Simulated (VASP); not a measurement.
## Mg5CdSe6: single point with PBE

Mg5CdSe6:

```
Mg Cd Se
1.0
     3.92367    0.00000    0.00000
    -1.96183    3.39799    0.00000
     0.00000    0.00000   19.23841
Mg Cd Se
5 1 6
Direct
  0.33333 0.66667 0.82932
  0.66667 0.33333 0.66465
  0.00000 0.00000 0.50000
  0.33333 0.66667 0.33535
  0.66667 0.33333 0.17068
  0.00000 0.00000 0.00000
  0.00000 0.00000 0.74691
  0.33333 0.66667 0.58231
  0.66667 0.33333 0.41769
  0.00000 0.00000 0.25309
  0.33333 0.66667 0.08906
  0.66667 0.33333 0.91094
```

```yaml
Program: VASP 6.6.1
Task: single point
Functional: PBE
Potentials_or_basis: VASP PAW PBE potentials, release 64 (Mg, Cd, Se)
Cutoff: 520 eV
k_mesh: 12 × 12 × 2
Occupations: gaussian, width 0.02 eV
Spin: no spin polarisation
Dipole_correction: no
Further_INCAR_settings: ALGO = Normal; EDIFF = 1e-07; NBANDS = 41
```

```
Pressure               : 0.0 GPa
Largest force          : 0.041 eV/Å
Band gap on the k mesh : 1.09 eV (least direct gap 1.52 eV)
```

Forces in eV/Å, atoms in the order of the input:
```
Mg   0.000  0.000 -0.001
Mg   0.000  0.000  0.000
Mg   0.000  0.000  0.000
Mg   0.000  0.000  0.000
Mg   0.000  0.000  0.001
Cd   0.000  0.000  0.000
Se   0.000  0.000  0.000
Se   0.000  0.000  0.000
Se   0.000  0.000  0.000
Se   0.000  0.000  0.000
Se   0.000  0.000  0.041
Se   0.000  0.000 -0.041
```

Levels at points of the mesh, in eV from the valence-band top:
```tsv
k point	band 26	band 27	band 28	band 29	band 30	band 31	band 32	band 33
(0.00, 0.00, 0.00)	-0.17	-0.17	-0.01	-0.01	1.81	3.28	3.42	3.59
(0.50, 0.00, 0.00)	-1.02	-0.92	-0.48	-0.43	1.09	2.26	2.54	3.55
(0.00, 0.00, 0.50)	-0.22	-0.22	0.00	0.00	2.23	2.69	3.63	3.64
(0.50, 0.00, 0.50)	-0.97	-0.78	-0.72	-0.46	1.22	1.90	3.09	3.27
```

It took 13 min on 1 thread of AMD EPYC 7R43 64-Core Processor (Zen 3) (shared host), peak memory 0.53 GiB.

A k mesh can miss the band edges.
